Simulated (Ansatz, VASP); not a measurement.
# HfN: VASP beside Ansatz

The input INCAR:

```
SYSTEM = HfN
PREC = Accurate
ENCUT = 600
EDIFF = 1E-6
ISMEAR = -1
SIGMA = 0.01
LREAL = .False.
LASPH = .True.
NELM = 120
ALGO = Normal
ISIF = 2
LWAVE = .False.
LCHARG = .True.
GGA = PS
LELF = .True.
LVHAR = .True.
NBANDS = 14
GGA_COMPAT = .False.
```

Contents of KPOINTS:

```
Automatic mesh
0
Gamma
  10 10 10
  0 0 0
```

File POSCAR:

```
HfN
1.0
    0.0000000000      2.3041800000      2.2590000000
    2.3041800000      0.0000000000      2.2590000000
    2.3041800000      2.3041800000      0.0000000000
Hf N
1 1
Direct
    0.0000000000      0.0000000000      0.0000000000
    0.5000000000      0.5000000000      0.5000000000
```

Input for Ansatz:

```yaml
crystal:
  lattice:
    - [0.0, 2.30418, 2.259]
    - [2.30418, 0.0, 2.259]
    - [2.30418, 2.30418, 0.0]
  atoms:
    - { symbol: Hf, position: [0.0, 0.0, 0.0] }
    - { symbol: "N", position: [0.5, 0.5, 0.5] }
kpoints:
  mp_grid: { grid: [10, 10, 10] }
  band_path:
    path:
      - [0.0, 0.0, 0.0]
      - [0.0, 0.5, 0.5]
      - [0.25, 0.75, 0.5]
      - [0.0, 0.5, 0.0]
      - [0.0, 0.0, 0.0]
      - [0.5, 0.5, 0.0]
      - [0.38005, 0.61995, 0.0]
      - [-0.38005, 0.38005, 0.0]
      - [0.0, 0.0, 0.0]
    npoints: 5
scf:
  occupations: { method: fermi_dirac, width: 0.01 }
hamiltonian:
  xc: pbesol
  pseudopotentials: { kind: all_electron, lapw: { basis_error: 0.0005 } }
output:
  forces: true
  stress: true
  eigenvalues: true
```

Change from the starting cell: equal xx and yy strain of +2 %.

Alike in both runs: task single point; functional PBEsol; k mesh 10 × 10 × 10; occupations fermi-dirac, width 0.01 eV; no spin polarisation.

|  | VASP | Ansatz |
| --- | --- | --- |
| version | VASP 6.6.1 | Ansatz 0.2.0 |
| potentials or method | VASP PAW PBE potentials, release 64 (Hf_pv, N), cutoff 600 eV | all-electron LAPW, scalar-relativistic |

VASP gave:

- pressure (GPa): -14.8
- traceless stress, the component that is largest in VASP (GPa): 4.32

Question: Estimate Ansatz's values.

Answer: Pressure (GPa): -12.6; traceless stress, the component that is largest in VASP (GPa): 4.51.

VASP's potentials were made for PBE, not for PBEsol. Ansatz ran all-electron here, and VASP with PAW potentials.

Spin-orbit coupling is off throughout.
